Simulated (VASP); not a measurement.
Input of a VASP 6.6.1 run:

The input INCAR:

```
SYSTEM = TiN
ALGO = Normal ; EDIFF = 1E-6
ENCUT = 600 ; GGA = PS
GGA_COMPAT = .FALSE. ; ISIF = 2
ISMEAR = 1 ; LASPH = .TRUE.
LCHARG = .TRUE. ; LELF = .TRUE.
LREAL = .FALSE. ; LVHAR = .TRUE.
LWAVE = .FALSE. ; NBANDS = 16
NELM = 120 ; PREC = Accurate
SIGMA = 0.1
```

The input KPOINTS:

```
k-points
0
G
  9 9 9
  0 0 0
```

File POSCAR:

```
TiN
1.0
    2.9967190000      0.0000000000      0.0000000000
    1.4983595000      2.5952347820      0.0000000000
    1.4983595000      0.8650782607      2.4468108175
Ti N
1 1
Direct
    0.0000000000      0.0000000000      0.0000000000
    0.5000000000      0.5000000000      0.5000000000
```

Potentials or basis: VASP PAW PBE potentials, release 64 (Ti_sv, N).

The run is started by

```sh
$ cat potpaw_PBE.64/Ti_sv/POTCAR potpaw_PBE.64/N/POTCAR > POTCAR
$ mpirun -np 1 vasp_std > vasp.out
```

Question: Predict the pressure.

Answer: -6.6 GPa.

Caveat: the PAW data sets were made with another functional, which shifts forces and pressure a little.
